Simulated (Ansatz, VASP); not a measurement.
**One calculation of Zr2C, two programs**

```xyz
3
Lattice="2.9648 0.0000 0.0000 0.0000 2.9648 0.0000 0.0000 0.0000 5.7056" Properties=species:S:1:pos:R:3 pbc="T T T"
Zr    1.4824    1.4824    1.5253
Zr    1.4824    1.4824    4.1802
C     0.0000    0.0000    2.8528
```

Alike in both runs: functional PBE; k mesh 6 × 6 × 4; occupations gaussian, width 0.2 eV; no spin polarisation.

Ansatz relaxed the structure, and its values are those at the end. VASP's run is a single point on that final structure, the one shown.

```csv
,VASP,Ansatz
version,VASP 6.6.1,Ansatz 0.2.0
potentials or method,"VASP PAW PBE potentials, release 64 (Zr_sv, C), cutoff 520 eV","scalar-relativistic, plane waves, PAW"
valence electrons in the cell,28,28
```

VASP gave:

| Property | Result |
| --- | --- |
| gap on the k mesh at the Fermi level (eV) | none |
| pressure (GPa) | 0.1 |
| rms of the force components (eV/Å) | 0.003 |

Question: Estimate Ansatz's values.

Answer: gap on the k mesh at the Fermi level (eV): none; pressure (GPa): 0.0; rms of the force components (eV/Å): 0.013.

A gap of «none» marks a metal or a gap that the smearing closes. The functional is the same, so the differences come from potentials, cutoffs and numerics.
